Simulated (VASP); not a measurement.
Crystal: B.

```
B
1.0
     3.57895    0.00000    0.00000
    -1.78947    3.09946    0.00000
     0.00000    0.00000    2.19405
B
3
Direct
  0.00000 0.00000 0.00000
  0.33333 0.66667 0.50000
  0.66667 0.33333 0.50000
```

This isn't the form of B at room conditions, which is rhombohedral.

- Program: VASP 6.6.1
- Task: relaxation of cell and atoms
- Functional: PBEsol
- Potentials or basis: VASP PAW PBE potentials, release 64 (B_h)
- Cutoff: 1230 eV
- k mesh: 6 × 6 × 8
- Occupations: gaussian, width 0.1 eV
- Spin: no spin polarisation

At the start: pressure -37.4 GPa; volume 8.11 Å³/atom.

Question: How do energy, volume and symmetry change on relaxing?

Answer: Over 4 steps the energy falls by 323.6 meV/atom and the volume is 6.05 Å³/atom (-25.5 %); space group P6/mmm (No. 191, to 0.1 Å) before and after.

Step by step:
```tsv
step	energy change (eV)	largest force (eV/Å)	pressure (GPa)	volume (Å³)
1	0.0000	0.0000	-37.43	24.34
2	-0.9700	0.0000	-1.60	18.25
3	-0.9706	0.0000	-0.10	18.14
4	-0.9709	0.0000	-0.08	18.14
```

Final structure:
```xyz
3
Lattice="3.2509 0.0000 0.0000 -1.6255 2.8154 0.0000 0.0000 0.0000 1.9823" Properties=species:S:1:pos:R:3 pbc="T T T"
B    -1.6255    2.8154    0.0000
B     0.0000    1.8769    0.9911
B     1.6255    0.9385    0.9911
```

Caveat: the volume moved by over 15 % at a fixed basis, so the end points are rough; the PAW data sets were made with another functional, which shifts forces and pressure a little; an odd number of electrons without spin polarisation forces a metal; a magnetic or distorted state may lie lower.
